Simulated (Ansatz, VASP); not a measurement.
**Two plane-wave programs on HfN**

Contents of POSCAR:

```
HfN
1.0
    0.0000000000      2.4548220000      2.4548220000
    2.4548220000      0.0000000000      2.4548220000
    2.4548220000      2.4548220000      0.0000000000
Hf N
1 1
Direct
    0.0000000000      0.0000000000      0.0000000000
    0.2500000000      0.2500000000      0.2500000000
```

File INCAR.step1:

```
PREC     = Accurate       # precision mode
ENCUT    = 520            # plane-wave cutoff, eV
ISMEAR   = -1             # smearing method
SIGMA    = 0.05           # smearing width, eV
LREAL    = F              # projectors in reciprocal space
LASPH    = T              # aspherical terms in the spheres
NELM     = 100            # most SCF steps
NBANDS   = 14             # bands
GGA      = PE             # functional
ALGO     = Normal         # electronic algorithm
EDIFF    = 1E-4           # SCF threshold, eV
LWAVE    = T              # write WAVECAR
LCHARG   = F              # write CHGCAR
```

The input INCAR.step2:

```
PREC     = Accurate       # precision mode
ENCUT    = 520            # plane-wave cutoff, eV
EDIFF    = 1E-6           # SCF threshold, eV
ISMEAR   = -1             # smearing method
SIGMA    = 0.05           # smearing width, eV
LREAL    = F              # projectors in reciprocal space
LASPH    = T              # aspherical terms in the spheres
NELM     = 100            # most SCF steps
ALGO     = Normal         # electronic algorithm
ISIF     = 2              # what is computed and relaxed
LWAVE    = F              # write WAVECAR
LCHARG   = F              # write CHGCAR
METAGGA  = R2SCAN         # meta-GGA
LMIXTAU  = T            
NBANDS   = 14             # bands
ISTART   = 1
```

File KPOINTS:

```
Automatic mesh
0
Gamma
  9 9 9
```

Contents of input.yaml:

```yaml
crystal:
  lattice:
    - [0.0, 2.454822, 2.454822]
    - [2.454822, 0.0, 2.454822]
    - [2.454822, 2.454822, 0.0]
  atoms:
    - { symbol: Hf, position: [0.0, 0.0, 0.0] }
    - { symbol: "N", position: [0.25, 0.25, 0.25] }
hamiltonian:
  xc: r2scan
  pseudopotentials: { kind: paw }
kpoints:
  mp_grid: { grid: [9, 9, 9] }
scf:
  occupations: { method: fermi_dirac, width: 0.05 }
output:
  forces: true
  stress: true
  eigenvalues: true
```

Alike in both runs: task single point; functional r2SCAN; k mesh 9 × 9 × 9; occupations fermi-dirac, width 0.05 eV; no spin polarisation.

```csv
,VASP,Ansatz
version,VASP 6.6.1,Ansatz 0.2.0
potentials or method,"VASP PAW PBE potentials, release 64 (Hf_pv, N)",Ansatz PAW
plane-wave cutoff (eV),520,500
valence electrons in the cell,15,31
```

```tsv
	VASP	Ansatz	Ansatz less VASP
gap on the k mesh at the Fermi level (eV)	none	none	-
pressure (GPa)	-3.6	-2.3	+1.35
```

VASP's potentials were made for PBE, not for r2SCAN. A gap of «none» marks a metal or a gap that the smearing closes. VASP's potentials hold 15 valence electrons a cell and Ansatz's 31, so a difference there can come from the potentials and not from the codes.

Neither program's run includes spin-orbit coupling.
